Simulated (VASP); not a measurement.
A run of VASP 6.6.1:

POSCAR

```
MgO2
1.0
    1.5784791300      0.9113353506      3.4618981106
   -1.5784791300      0.9113353506      3.4618981106
    0.0000000000     -1.8226707012      3.4618981106
Mg O
1 2
Direct
    0.0000000000      0.0000000000      0.0000000000
    0.4291159763      0.4291159763      0.4291159763
    0.5708840237      0.5708840237      0.5708840237
```

Contents of INCAR.step1:

```
SYSTEM = MgO2
PREC = Accurate
ENCUT = 660
ISMEAR = 0
SIGMA = 0.01
LREAL = .False.
LASPH = .True.
NELM = 120
NBANDS = 18
GGA = PE
ALGO = Normal
EDIFF = 1E-5
LWAVE = .True.
LCHARG = .False.
GGA_COMPAT = .False.
```

File INCAR.step2:

```
SYSTEM = MgO2
PREC = Accurate
ENCUT = 660
EDIFF = 1E-6
ISMEAR = 0
SIGMA = 0.01
LREAL = .False.
LASPH = .True.
NELM = 120
ALGO = Normal
ISIF = 2
LWAVE = .False.
LCHARG = .False.
METAGGA = R2SCAN
LMIXTAU = .True.
NBANDS = 18
ISTART = 1
GGA_COMPAT = .False.
```

File KPOINTS:

```
regular mesh
0
Gamma
  6 6 6
  0 0 0
```

Potentials or basis: VASP PAW PBE potentials, release 64 (Mg_sv, O).

Launch:

```console
$ cat potpaw_PBE.64/Mg_sv/POTCAR potpaw_PBE.64/O/POTCAR > POTCAR
$ cp INCAR.step1 INCAR
$ mpirun -np 1 vasp_std > vasp.out
$ cp INCAR.step2 INCAR
$ mpirun -np 1 vasp_std > vasp.out
```

Hardware: 1 thread of Intel(R) Xeon(R) Platinum 8488C (Sapphire Rapids), with other jobs on the host.

Question: How long does it take, and how much memory?

Answer: Run time: 75 s on 1 thread of Intel(R) Xeon(R) Platinum 8488C (Sapphire Rapids) (shared host), peak memory 0.21 GiB. Counts: k points 32.
